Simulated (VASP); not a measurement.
# LaZn5 (P6/mmm) in VASP: single point with LDA

Aim: the single point of LaZn5 with LDA.

Program: VASP 6.6.1. These are calculated values, not measurements. Logs are shortened: lines on timing, memory, paths and dates and some standing lists are left out, and cuts for length are marked.

## Step 1: The cell of the first run

The structure is hexagonal, space group P6/mmm (No. 191). The conventional cell has a = 5.290 Å, b = 5.290 Å, c = 4.142 Å, α = 90.00°, β = 90.00°, γ = 120.00°. La (site symmetry 6/mmm) has 18 Zn at 3.05 to 3.36 Å and 2 La at 4.14 Å within 4.2 Å. Within 3.4 Å of Zn (site symmetry -6m2) lie 9 Zn at 2.57 to 3.05 Å and 3 La at 3.05 Å. Within 3.4 Å of Zn (site symmetry mmm) lie 8 Zn at 2.57 to 2.65 Å and 4 La at 3.36 Å.

## Step 2: Single point, LDA

File INCAR:

```
  PREC = Accurate
  ENCUT = 520
  EDIFF = 1E-6
  ISMEAR = 0
  SIGMA = 0.1
  LREAL = False
  LASPH = True
  NELM = 100
  ALGO = Fast
  ISIF = 2
  LWAVE = False
  LCHARG = True
  GGA = CA
  LELF = True
  LVHAR = True
  NBANDS = 44
```

File KPOINTS:

```
Automatic mesh
0
Gamma
  9 9 8
```

File POSCAR:

```
LaZn5
1.0
    5.2902083187      0.0000000000      0.0000000000
   -2.6451041593      4.5814547953      0.0000000000
    0.0000000000      0.0000000000      4.1418523588
La Zn
1 5
Direct
    0.0000000000      0.0000000000      0.0000000000
    0.3333333333      0.6666666667      0.0000000000
    0.6666666667      0.3333333333      0.0000000000
    0.5000000000      0.0000000000      0.5000000000
    0.5000000000      0.5000000000      0.5000000000
    0.0000000000      0.5000000000      0.5000000000
```

Potentials or basis: VASP PAW LDA potentials, release 64 (La, Zn).

Started as:

```console
cat potpaw_LDA.64/La/POTCAR potpaw_LDA.64/Zn/POTCAR > POTCAR
mpirun -np 1 vasp_std > vasp.out
```

OUTCAR:

```text
PREC = Accurate
   ENCUT = 520
   EDIFF = 1E-6
   ISMEAR = 0
   LREAL = False
   LASPH = True
   NELM = 100
   ISIF = 2
   GGA = CA

 ion  position               nearest neighbor table
   1  0.000  0.000  0.000-   2 3.05   3 3.05   2 3.05   3 3.05   3 3.05   2 3.05   6 3.36   6 3.36
                             6 3.36   6 3.36   4 3.36   4 3.36   4 3.36   4 3.36   5 3.36   5 3.36
   2  0.333  0.667  0.000-   4 2.57   4 2.57   6 2.57   6 2.57   5 2.57   5 2.57   1 3.05   1 3.05
                             1 3.05
   3  0.667  0.333  0.000-   4 2.57   4 2.57   6 2.57   6 2.57   5 2.57   5 2.57   1 3.05   1 3.05
                             1 3.05
   4  0.500  0.000  0.500-   2 2.57   3 2.57   2 2.57   3 2.57   5 2.65   5 2.65   6 2.65   6 2.65
                             1 3.36   1 3.36   1 3.36   1 3.36
   5  0.500  0.500  0.500-   2 2.57   3 2.57   2 2.57   3 2.57   4 2.65   4 2.65   6 2.65   6 2.65
                             1 3.36   1 3.36   1 3.36   1 3.36
   6  0.000  0.500  0.500-   2 2.57   3 2.57   2 2.57   3 2.57   5 2.65   5 2.65   4 2.65   4 2.65
                             1 3.36   1 3.36   1 3.36   1 3.36

  LATTYP: Found a hexagonal cell.
 ALAT       =     5.2902083187
 C/A-ratio  =     0.7829280265

  Lattice vectors:

 A1 = (   5.2902083187,   0.0000000000,   0.0000000000)
 A2 = (  -2.6451041593,   4.5814547953,   0.0000000000)
 A3 = (   0.0000000000,   0.0000000000,   4.1418523588)

Analysis of symmetry for initial positions (statically):
=====================================================================
 Subroutine PRICEL returns:
 Original cell was already a primitive cell.

 Routine SETGRP: Setting up the symmetry group for a
 hexagonal supercell.

 Subroutine GETGRP returns: Found 24 space group operations
 (whereof 24 operations were pure point group operations)
 out of a pool of 24 trial point group operations.

The static configuration has the point symmetry D_6h.

Analysis of symmetry for dynamics (positions and initial velocities):
=====================================================================
 Subroutine PRICEL returns:
 Original cell was already a primitive cell.

 Routine SETGRP: Setting up the symmetry group for a
 hexagonal supercell.

 Subroutine GETGRP returns: Found 24 space group operations
 (whereof 24 operations were pure point group operations)
 out of a pool of 24 trial point group operations.

The dynamic configuration has the point symmetry D_6h.

 Subroutine INISYM returns: Found 24 space group operations
 (whereof 24 operations are pure point group operations),
 and found     1 'primitive' translations

----------------------------------------------------------------------------------------

                                     Primitive cell

  volume of cell :     100.3855

  direct lattice vectors                    reciprocal lattice vectors
     5.290208319  0.000000000  0.000000000     0.189028473  0.109135640  0.000000000
    -2.645104159  4.581454795  0.000000000     0.000000000  0.218271279  0.000000000
     0.000000000  0.000000000  4.141852359     0.000000000  0.000000000  0.241437867

  length of vectors
     5.290208319  5.290208319  4.141852359     0.218271279  0.218271279  0.241437867

  position of ions in fractional coordinates (direct lattice)
     0.000000000  0.000000000  0.000000000
     0.333333333  0.666666667  0.000000000
     0.666666667  0.333333333  0.000000000
     0.500000000  0.000000000  0.500000000
     0.500000000  0.500000000  0.500000000
     0.000000000  0.500000000  0.500000000

  ion indices of the primitive-cell ions
   primitive index   ion index
                 1           1
                 2           2
                 3           3
                 4           4
                 5           5
                 6           6

----------------------------------------------------------------------------------------

 KPOINTS: Automatic mesh

Automatic generation of k-mesh.
 Grid dimensions read from file:
 generate k-points for:    9    9    8

 Generating k-lattice:

  Cartesian coordinates                     Fractional coordinates (reciprocal lattice)
     0.021003164  0.012126182  0.000000000     0.111111111 -0.000000000  0.000000000
     0.000000000  0.024252364  0.000000000     0.000000000  0.111111111  0.000000000
     0.000000000  0.000000000  0.030179733     0.000000000  0.000000000  0.125000000

  Length of vectors
     0.024252364  0.024252364  0.030179733

  Shift w.r.t. Gamma in fractional coordinates (k-lattice)
     0.000000000  0.000000000  0.000000000

 Subroutine IBZKPT returns following result:
 ===========================================

 Found     60 irreducible k-points:

 Following reciprocal coordinates:
            Coordinates               Weight
  0.000000  0.000000  0.000000      1.000000
  0.111111  0.000000  0.000000      6.000000
  0.222222  0.000000  0.000000      6.000000
  0.333333  0.000000  0.000000      6.000000
  0.444444  0.000000  0.000000      6.000000
  0.111111  0.111111  0.000000      6.000000
[... 16 lines left out ...]
  0.333333  0.222222  0.125000     24.000000
  0.333333  0.333333  0.125000      4.000000
 [... further k-points ...]
   k-points           NKPTS =     60   k-points in BZ     NKDIM =     60   number of bands    NBANDS=     44
   number of dos      NEDOS =    301   number of ions     NIONS =      6
   total plane-waves  NPLWV =  51200
   dimension x,y,z NGX =    40 NGY =   40 NGZ =   32
   dimension x,y,z NGXF=    80 NGYF=   80 NGZF=   64
   ions per type =               1   5
   NGX,Y,Z   is equivalent  to a cutoff of  12.57, 12.57, 12.84 a.u.
   NGXF,Y,Z  is equivalent  to a cutoff of  25.14, 25.14, 25.69 a.u.
 SYSTEM =  unknown system
   PREC   = accura    normal or accurate (medium, high low for compatibility)
   ISTART =      0    job   : 0-new  1-cont  2-samecut
   ICHARG =      2    charge: 1-file 2-atom 10-const
   ISPIN  =      1    spin polarized calculation?
   LNONCOLLINEAR =      F non collinear calculations
   LSORBIT =      F    spin-orbit coupling
   LASPH  =      T    aspherical Exc in radial PAW
   ENCUT  =  520.0 eV  38.22 Ry    6.18 a.u.   9.84  9.84  7.70*2*pi/ulx,y,z
   NELM   =    100;   NELMIN=  2; NELMDL= -5     # of ELM steps
   EDIFF  = 0.1E-05   stopping-criterion for ELM
   LREAL  =      F    real-space projection
   EDIFFG = 0.1E-04   stopping-criterion for IOM
   NSW    =      0    number of steps for IOM
   IBRION =     -1    ionic relax: 0-MD 1-quasi-New 2-CG
   NFREE  =      0    steps in history (QN), initial steepest desc. (CG)
   ISIF   =      2    stress and relaxation
   ISYM   =      2    0-nonsym 1-usesym 2-fastsym
   POTIM  = 0.5000    time-step for ionic-motion
   TEBEG  =    0.0;   TEEND  =   0.0 temperature during run
   PSTRESS=    0.0 pullay stress
   NELECT =      71.0000    total number of electrons
   NUPDOWN=      -1.0000    fix difference up-down
   EMIN   =  10.00;   EMAX   =-10.00  energy-range for DOS
   EFERMI =   0.00;   METHOD = LEGACY
   ISMEAR =     0;   SIGMA  =   0.10  broadening in eV -4-tet -1-fermi 0-gaus
   EFERMI_NEDOS =   21; number of points for ismear=-14 and -15
   IALGO  =     68    algorithm
   IMIX   =      4    mixing-type and parameters
     AMIX     =   0.40;   BMIX     =  1.00
     AMIX_MAG =   1.60;   BMIX_MAG =  1.00
  volume/ion in A,a.u.               =      16.73       112.91
  Fermi-wavevector in a.u.,A,eV,Ry     =   1.458604  2.756362 28.946737  2.127525
  Thomas-Fermi vector in A             =   2.575269
   LORBIT       =      0    0 simple, 1 ext, 2 COOP (PROOUT), +10 PAW based schemes
   GGA     = CA    functional components
   LHFCALC =     F    Hartree Fock is set to
   AEXX    =    0.0000 exact exchange contribution
   IVDW    =     0    specifies the selected vdW correction
   LEPSILON=     F    determine dielectric tensor
   LRPA    =     F    only Hartree local field effects (RPA)
 non-spin polarized calculation
 RMM-DIIS sequential band-by-band and
 Gauss-broadening in eV      SIGMA  =   0.10
  energy-cutoff  :      520.00
  volume of cell :      100.39
 maximum number of plane-waves:      2723
 NGX is ok and might be reduce to    40
   NGX = 19   NGY = 19   NGZ = 15

 number of electron      70.9999953 magnetization

 Free energy of the ion-electron system (eV)
  ---------------------------------------------------
  ext. energy  EPLUGINS =         0.00000000
  ---------------------------------------------------
  free energy    TOTEN  =       -16.57317369 eV

  energy without entropy =      -16.56108788  energy(sigma->0) =      -16.56713078

 E-fermi :   5.1601     XC(G=0): -11.8008

 val. band max:        5.1568798806   @ k =   0.2222   0.0000   0.1250
 cond. band min:       5.1750552481   @ k =   0.1111   0.0000   0.0000
 fundamental gap:      0.0181753675
 Fermi energy:         5.1600920826

 k-point     1 :       0.0000    0.0000    0.0000
  band No.  band energies     occupation
      1     -27.1503      2.00000
      2     -11.1275      2.00000
      3     -11.1275      2.00000
      4     -10.7199      2.00000
      5      -4.7988      2.00000
      6      -3.3198      2.00000
[... 36 lines left out ...]
     43       7.3870      0.00000
     44       7.6676      0.00000

 k-point     2 :       0.1111    0.0000    0.0000
  band No.  band energies     occupation
      1     -27.1499      2.00000
      2     -11.1445      2.00000
      3     -11.1298      2.00000
      4     -10.7200      2.00000
      5      -4.7058      2.00000
      6      -3.2770      2.00000
[... 36 lines left out ...]
     43       7.3963      0.00000
     44       7.5863      0.00000

 k-point     3 :       0.2222    0.0000    0.0000
  band No.  band energies     occupation
      1     -27.1490      2.00000
      2     -11.1864      2.00000
      3     -11.1357      2.00000
      4     -10.7203      2.00000
      5      -4.4561      2.00000
      6      -3.1660      2.00000
[... 976 lines left out ...]
     43       7.3568      0.00000
     44       7.4213      0.00000

 k-point    24 :       0.3333    0.3333    0.1250
  band No.  band energies     occupation
      1     -27.1436      2.00000
      2     -11.2057      2.00000
      3     -11.2057      2.00000
      4     -10.7747      2.00000
      5      -3.5156      2.00000
      6      -3.5156      2.00000
[... 36 lines left out ...]
     43       7.3740      0.00000
     44       7.3740      0.00000

 [... further k-points ...]

------------------------ aborting loop because EDIFF is reached ----------------------------------------

  FORCE on cell =-STRESS in cart. coord.  units (eV):
  Direction    XX          YY          ZZ          XY          YZ          ZX
  --------------------------------------------------------------------------------------
  -------------------------------------------------------------------------------------
  Total        0.3781551      0.3781551      0.4360097      0.0000000     -0.0000000      0.0000000
  in kB        6.0354519      6.0354519      6.9588247      0.0000000     -0.0000000      0.0000000
  external PRESSURE =       6.3432428 kB  Pullay stress =       0.0000000 kB

 VOLUME and BASIS-vectors are now :
 -----------------------------------------------------------------------------
  energy-cutoff  :      520.00
  volume of cell :      100.39
      direct lattice vectors                 reciprocal lattice vectors
     5.290208319  0.000000000  0.000000000     0.189028473  0.109135640  0.000000000
    -2.645104159  4.581454795  0.000000000     0.000000000  0.218271279  0.000000000
     0.000000000  0.000000000  4.141852359     0.000000000  0.000000000  0.241437867

 POSITION                                       TOTAL-FORCE (eV/Angst)
 -----------------------------------------------------------------------------------
      0.00000      0.00000      0.00000         0.000000      0.000000      0.000000
     -0.00000      3.05430      0.00000         0.000000     -0.000000      0.000000
      2.64510      1.52715      0.00000        -0.000000      0.000000     -0.000000
      2.64510      0.00000      2.07093         0.000000      0.000000      0.000000
      1.32255      2.29073      2.07093         0.000000      0.000000      0.000000
     -1.32255      2.29073      2.07093         0.000000      0.000000      0.000000
 -----------------------------------------------------------------------------------
    total drift:                               -0.000000     -0.000000     -0.000000

  FREE ENERGIE OF THE ION-ELECTRON SYSTEM (eV)
  ---------------------------------------------------
  free  energy   TOTEN  =       -16.5731736910 eV

  energy  without entropy=      -16.5610878763  energy(sigma->0) =      -16.56713078
```

Wall time 11 min (1 thread of Intel Xeon Platinum 8259CL at 2.50GHz (Skylake/Cascade Lake), shared host); peak memory 0.36 GiB.

Results:

```
Free energy            : -16.5732 eV
Pressure               : 0.6 GPa
Band gap on the k mesh : zero (an odd number of electrons rules out a gap without spin polarisation)
```

Stress tensor (GPa, compression positive):
```
0.60 0.00 0.00
0.00 0.60 0.00
0.00 0.00 0.70
```

Caveat: spin-orbit coupling is left out, which moves the levels of the heavy elements.
